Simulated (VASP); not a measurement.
# CuI (Marshite) (F-43m) in VASP: elastic constants with LDA

Aim: the elastic constants of CuI (Marshite) with LDA.

Program: VASP 6.6.1. These are calculated values, not measurements. Logs are shortened: lines on timing, memory, paths and dates and some standing lists are left out, and cuts for length are marked.

## Step 1: The cell of the first run

It takes space group F-43m (No. 216, cubic). Conventional cell: a = 5.862 Å, b = 5.862 Å, c = 5.862 Å, α = 90.00°, β = 90.00°, γ = 90.00°. Within 3.3 Å of Cu (site symmetry -43m) lie 4 I at 2.54 Å. Within 3.3 Å of I (site symmetry -43m) lie 4 Cu at 2.54 Å.

## Step 2: Elastic constants, LDA

INCAR

```
ALGO = Normal
EDIFF = 1E-8
ENCUT = 600
IBRION = 6
ISIF = 3
ISMEAR = 0
LASPH = True
LCHARG = False
LREAL = False
LWAVE = False
NELM = 100
NFREE = 2
NSW = 1
POTIM = 0.015
PREC = Accurate
SIGMA = 0.01
```

KPOINTS

```
k-points
0
Gamma
  6 6 6
```

POSCAR

```
CuI
1.0
    2.9309887319      2.9309887319      0.0000000000
   -2.9309887319      2.9309887319      0.0000000000
    0.0000000000      2.9309887319      2.9309887319
Cu I
1 1
Direct
    0.7500000000      0.2500000000      0.5000000000
    0.0000000000      0.0000000000      0.0000000000
```

Potentials or basis: VASP PAW LDA potentials, release 64 (Cu, I).

Run with:

```bash
> cat potpaw_LDA.64/Cu/POTCAR potpaw_LDA.64/I/POTCAR > POTCAR
> mpirun -np 1 vasp_std > vasp.out
```

OUTCAR:

```text
EDIFF = 1E-8
   ENCUT = 600
   IBRION = 6
   ISIF = 3
   ISMEAR = 0
   LASPH = True
   LREAL = False
   NELM = 100
   NFREE = 2
   NSW = 1
   POTIM = 0.015
   PREC = Accurate

 ion  position               nearest neighbor table
   1  0.750  0.250  0.500-   2 2.54   2 2.54   2 2.54   2 2.54
   2  0.000  0.000  0.000-   1 2.54   1 2.54   1 2.54   1 2.54

  LATTYP: Found a face centered cubic cell.
 ALAT       =     5.8619774638

  Lattice vectors:

 A1 = (   0.0000000000,   2.9309887319,   2.9309887319)
 A2 = (   2.9309887319,   0.0000000000,   2.9309887319)
 A3 = (   2.9309887319,   2.9309887319,   0.0000000000)

Analysis of symmetry for initial positions (statically):
=====================================================================
 Subroutine PRICEL returns:
 Original cell was already a primitive cell.

 Routine SETGRP: Setting up the symmetry group for a
 face centered cubic supercell.

 Subroutine GETGRP returns: Found 24 space group operations
 (whereof 24 operations were pure point group operations)
 out of a pool of 48 trial point group operations.

The static configuration has the point symmetry T_d .

Analysis of symmetry for dynamics (positions and initial velocities):
=====================================================================
 Subroutine PRICEL returns:
 Original cell was already a primitive cell.

 Routine SETGRP: Setting up the symmetry group for a
 face centered cubic supercell.

 Subroutine GETGRP returns: Found 24 space group operations
 (whereof 24 operations were pure point group operations)
 out of a pool of 48 trial point group operations.

The dynamic configuration has the point symmetry T_d .

 Subroutine INISYM returns: Found 24 space group operations
 (whereof 24 operations are pure point group operations),
 and found     1 'primitive' translations

[... 703 lines left out ...]
  band No.  band energies     occupation
      1      -8.5151      2.00000
      2      -0.4622      2.00000
      3       0.8435      2.00000
      4       1.2829      2.00000
      5       2.9345      2.00000
      6       2.9685      2.00000
      7       3.2084      2.00000
      8       3.8025      2.00000
      9       4.4750      2.00000
     10       8.5668      0.00000
     11      10.2905      0.00000
     12      11.2247      0.00000
     13      12.1119      0.00000

 [... further k-points ...]
[... 5 lines left out ...]
  --------------------------------------------------------------------------------------
  -------------------------------------------------------------------------------------
  Total        0.0468236      0.0482758      0.0482758      0.0000000      0.0780308      0.0000000
  in kB        1.4897149      1.5359172      1.5359172      0.0000000      2.4825866      0.0000000
  external PRESSURE =       1.5205164 kB  Pullay stress =       0.0000000 kB
[... 17 lines left out ...]
  FREE ENERGIE OF THE ION-ELECTRON SYSTEM (eV)
  ---------------------------------------------------
  free  energy   TOTEN  =        -6.9924894252 eV

  energy  without entropy=       -6.9924894252  energy(sigma->0) =       -6.99248943

 INTERNAL STRAIN TENSORS FROM STRAINED CELLS
 ============================================

 INTERNAL STRAIN TENSOR FOR ION    1 for displacements in x,y,z  (eV/Angst):
          X           Y           Z          XY          YZ          ZX
  --------------------------------------------------------------------------------
  x    -0.00000    -0.00000    -0.00000    -0.00000     5.21729    -0.00000
  y    -0.00000     0.00000    -0.00000     0.00000    -0.00000     5.21702
  z     0.00000    -0.00000     0.00000     5.21626     0.00000     0.00000

 INTERNAL STRAIN TENSORS FROM DISPLACED ATOMS
 ============================================

 INTERNAL STRAIN TENSOR FOR ION    1 for displacements in x,y,z  (eV/Angst):
          X           Y           Z          XY          YZ          ZX
  --------------------------------------------------------------------------------
  x     0.00000     0.00000     0.00000     0.00000     5.21008     0.00000
  y     0.00000    -0.00000     0.00000     0.00000     0.00000     5.21008
  z     0.00000     0.00000     0.00000     5.21008     0.00000     0.00000

 INTERNAL STRAIN TENSOR FOR ION    2 for displacements in x,y,z  (eV/Angst):
          X           Y           Z          XY          YZ          ZX
  --------------------------------------------------------------------------------
  x     0.00000     0.00000     0.00000     0.00000    -5.20450     0.00000
  y     0.00000    -0.00000     0.00000     0.00000     0.00000    -5.20450
  z     0.00000     0.00000     0.00000    -5.20450     0.00000     0.00000

 Eigenvectors and eigenvalues of the dynamical matrix
 ----------------------------------------------------

   1 f  =    4.674058 THz    29.367972 2PiTHz  155.909788 cm-1    19.330341 meV
             X         Y         Z           dx          dy          dz
      1.465494  4.396483  1.465494     0.816694    0.000000    0.000000
      0.000000  0.000000  0.000000    -0.577070    0.000000    0.000000
[... 21 lines left out ...]
   6 f/i=    0.003233 THz     0.020313 2PiTHz    0.107840 cm-1     0.013370 meV
             X         Y         Z           dx          dy          dz
      1.465494  4.396483  1.465494     0.536041   -0.039529    0.210020
      0.000000  0.000000  0.000000     0.758627   -0.055943    0.297229

--------------------------------------------------------------------------------------------------------

 ELASTIC MODULI CONTR FROM IONIC RELAXATION (kBar)
 Direction    XX          YY          ZZ          XY          YZ          ZX
 --------------------------------------------------------------------------------
 XX          -0.0000      0.0000      0.0000      0.0000     -0.0000      0.0000
 YY           0.0000     -0.0000      0.0000      0.0000      0.0000      0.0000
 ZZ           0.0000      0.0000     -0.0000     -0.0000      0.0000      0.0000
 XY           0.0000      0.0000     -0.0000   -228.0364      0.0000      0.0000
 YZ          -0.0000      0.0000      0.0000      0.0000   -228.0364      0.0000
 ZX           0.0000      0.0000      0.0000      0.0000      0.0000   -228.0364
 --------------------------------------------------------------------------------

 TOTAL ELASTIC MODULI (kBar)
 Direction    XX          YY          ZZ          XY          YZ          ZX
 --------------------------------------------------------------------------------
 XX         708.2345    497.4578    497.4578     -0.0000      0.0000     -0.0000
 YY         497.4578    708.2345    497.4578      0.0000      0.0000     -0.0000
 ZZ         497.4578    497.4578    708.2345     -0.0000      0.0000      0.0000
 XY          -0.0000      0.0000     -0.0000    263.9484      0.0000      0.0000
 YZ           0.0000      0.0000      0.0000      0.0000    263.9484      0.0000
 ZX          -0.0000     -0.0000      0.0000      0.0000      0.0000    263.9484
 --------------------------------------------------------------------------------
```

OSZICAR:

```text
N       E                     dE             d eps       ncg     rms          rms(c)
DAV:   1     0.103397089544E+03    0.10340E+03   -0.85287E+03   416   0.174E+03
DAV:   2     0.175733706407E+00   -0.10322E+03   -0.97455E+02   431   0.289E+02
DAV:   3    -0.709921413251E+01   -0.72749E+01   -0.70231E+01   570   0.853E+01
[... 218 lines left out ...]
DAV:   4    -0.699249006212E+01    0.52629E-05   -0.28452E-05  1865   0.131E-01    0.157E-02
DAV:   5    -0.699248960324E+01    0.45888E-06   -0.94412E-06  1549   0.965E-02    0.779E-03
DAV:   6    -0.699248942925E+01    0.17398E-06   -0.12044E-06  1659   0.333E-02    0.558E-03
DAV:   7    -0.699248942702E+01    0.22324E-08   -0.15791E-07  1397   0.316E-03    0.201E-03
DAV:   8    -0.699248942522E+01    0.18044E-08   -0.26080E-08  1311   0.227E-03
  17 F= -.69924894E+01 E0= -.69924894E+01  d E =-.360920E-11
```

stdout:

```text
POSCAR found type information on POSCAR CuI
 POSCAR found :  2 types and       2 ions
 scaLAPACK will be used
 LDA part: xc-table for (Slater(with rela. corr.)+CA(PZ))
 , standard interpolation
 POSCAR, INCAR and KPOINTS ok, starting setup
 FFT: planning ... GRIDC
 FFT: planning ... GRID_SOFT
 FFT: planning ... GRID
 WAVECAR not read
 entering main loop
 Found     2 degrees of freedom:
 Adding 6 more for cell shape distortion
 Finite differences POTIM= 0.01500 DOF=   8
 bond charge predicted
 Finite differences progress:
 bond charge predicted
 Finite differences progress:
 bond charge predicted
 Finite differences progress:
 bond charge predicted
 Finite differences progress:
 bond charge predicted
 Finite differences progress:
 bond charge predicted
 Finite differences progress:
 bond charge predicted
 Finite differences progress:
 bond charge predicted
 Finite differences progress:
 bond charge predicted
 Finite differences progress:
 bond charge predicted
 Finite differences progress:
 bond charge predicted
 Finite differences progress:
 bond charge predicted
 Finite differences progress:
 bond charge predicted
 Finite differences progress:
 bond charge predicted
 Finite differences progress:
 bond charge predicted
 Finite differences progress:
 bond charge predicted
 Finite differences progress:
```

It took 18 min on 1 thread of AMD EPYC 7R13, shared host; peak memory 0.21 GiB.

Results:

```yaml
Elastic_constants_C11_C12_C44: 71, 50, 26 GPa
Voigt_bulk_modulus: 57 GPa
Highest_phonon_frequency_at_Γ_LO-TO_splitting_left_out: 156 cm⁻¹
```

Phonon frequencies in cm⁻¹ (negative: imaginary):
```tsv
q point	frequencies
(0.000, 0.000, 0.000)	0 0 0 156 156 156
```

Elastic tensor in Voigt notation (GPa, in the Cartesian axes of the cell as first typed):
```
71 50 50  0  0  0
50 71 50  0  0  0
50 50 71  0  0  0
 0  0  0 26  0  0
 0  0  0  0 26  0
 0  0  0  0  0 26
```

Clamped-ion elastic tensor (GPa):
```
71 50 50  0  0  0
50 71 50  0  0  0
50 50 71  0  0  0
 0  0  0 49  0  0
 0  0  0  0 49  0
 0  0  0  0  0 49
```

Caveat: spin-orbit coupling is left out, which moves the levels of the heavy elements.
